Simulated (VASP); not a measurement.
Runs of VASP 6.6.1 on Zr. The structure is that of space group Fm-3m (No. 225), or close to it. The cells are those of the table. 

```tsv
cell	gap on the mesh (eV)	pressure (GPa)
a = 3.061 Å, angles 60.0°, 1 atom	none	10.4
a = 3.319, b = 3.319, c = 3.189 Å, angles 61.3, 61.3, 57.4°, 1 atom	none	-8.7
a = 3.381, b = 3.381, c = 3.317 Å, angles 60.6, 60.6, 58.7°, 1 atom	none	-13.1
a = 3.444 Å, angles 60.0°, 1 atom	none	(a)
a = 2.998, b = 2.998, c = 2.934 Å, angles 60.7, 60.7, 58.6°, 1 atom	none	22.7
a = 3.317 Å, angles 60.0°, 1 atom	none	(c)
a = 3.064, b = 3.064, c = 2.934 Å, angles 61.4, 61.4, 57.2°, 1 atom	none	16.1
a = 2.934 Å, angles 60.0°, 1 atom	none	(b)
```

Alike in all rows: task single point; level PBEsol; potentials or basis VASP PAW PBE potentials, release 64 (Zr_sv); no spin polarisation; k mesh 18 × 18 × 18; cutoff (eV) 520; smearing gaussian 0.15 eV.

Q: Estimate the missing entries.

A: (a) -16.1; (b) 30.2; (c) -11.1.

Caveats: the PAW data sets were made with another functional, which shifts forces and pressure a little.

A k mesh can miss the band edges, and the runs leave out spin-orbit coupling on Zr.

A gap of «none» marks levels without a gap at the run's occupations.
